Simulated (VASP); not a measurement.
Nb:

```
CELL_PARAMETERS angstrom
2.94032 0.00000 0.00000
-1.47016 2.54639 0.00000
0.00000 0.00000 9.60308
ATOMIC_POSITIONS crystal
Nb 0.00000 0.00000 0.00000
Nb 0.00000 0.00000 0.50000
Nb 0.33333 0.66667 0.25000
Nb 0.66667 0.33333 0.75000
```

| Property | Result |
| --- | --- |
| Program | VASP 6.6.1 |
| Task | relaxation of cell and atoms |
| Functional | PBEsol |
| Potentials or basis | VASP PAW PBE potentials, release 64 (Nb_sv) |
| Cutoff | 600 eV |
| k mesh | 12 × 12 × 4 |
| Occupations | fermi-dirac, width 0.1 eV |
| Spin | no spin polarisation |

At the start: pressure 1.0 GPa; volume 17.98 Å³/atom.

Where does the relaxation end?

Over 18 steps the energy falls by 43.1 meV/atom and the volume is 18.02 Å³/atom (+0.3 %); space group P6_3/mmc (No. 194, to 0.05 Å).

Step by step:
```csv
step,energy change (eV),largest force (eV/Å),pressure (GPa),volume (Å³)
1,0.0000,0.0000,0.99,71.90
2,-0.0301,0.0000,-1.84,73.05
3,-0.0344,0.0000,-8.24,75.95
4,-0.0477,0.0000,-4.90,74.36
5,-0.0543,0.0000,-5.02,74.40
6,-0.0736,0.0000,-5.35,74.52
7,-0.1045,0.0000,-5.91,74.73
8,-0.0973,0.0000,-6.22,75.05
9,-0.1149,0.0000,-6.14,74.85
10,-0.1384,0.0000,-4.84,74.22
11,-0.1703,0.0000,-0.86,72.45
12,-0.1705,0.0000,-0.43,72.27
13,-0.1705,0.0000,-0.55,72.32
14,-0.1712,0.0000,-0.48,72.29
15,-0.1723,0.0000,-0.27,72.18
16,-0.1714,0.0000,0.19,71.97
17,-0.1725,0.0000,-0.14,72.12
18,-0.1725,0.0000,-0.04,72.08
```

Final structure:
```yaml
crystal:
  lattice:
    - [2.82894, 0.00000, 0.00000]
    - [-1.41447, 2.44994, 0.00000]
    - [0.00000, 0.00000, 10.40022]
  atoms:
    - { symbol: Nb, position: [0.00000, 0.00000, 0.00000] }
    - { symbol: Nb, position: [0.00000, 0.00000, 0.50000] }
    - { symbol: Nb, position: [0.33333, 0.66667, 0.25000] }
    - { symbol: Nb, position: [0.66667, 0.33333, 0.75000] }
```

Caveat: the PAW data sets were made with another functional, which shifts forces and pressure a little.
